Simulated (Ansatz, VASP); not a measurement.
**One calculation of AlP, two programs**

```
Al P
1.0
     2.71997    2.71997    0.00000
    -2.71997    2.71997    0.00000
     0.00000    2.71997    2.71997
Al P
1 1
Direct
  0.00000 0.00000 0.00000
  0.75000 0.25000 0.50000
```

Alike in both runs: task single point; functional r2SCAN; k mesh 8 × 8 × 8; no spin polarisation.

|  | VASP | Ansatz |
| --- | --- | --- |
| version | VASP 6.6.1 | Ansatz 0.2.0 |
| potentials or method | VASP PAW PBE potentials, release 64 (Al, P) | PAW with Ansatz's default frozen-core files, scalar-relativistic |
| plane-wave cutoff (eV) | 550 | 500 |
| occupations | gaussian, width 0.01 eV | fixed |
| valence electrons in the cell | 8 | 8 |

Ansatz gave:

```
gap on the k mesh at the Fermi level (eV) : 1.89
pressure (GPa)                            : 2.0
```

**Question.** What did VASP give for the same quantities?

**Answer.** gap on the k mesh at the Fermi level (eV): 1.89; pressure (GPa): 1.7.

VASP's potentials were made for PBE, not for r2SCAN.
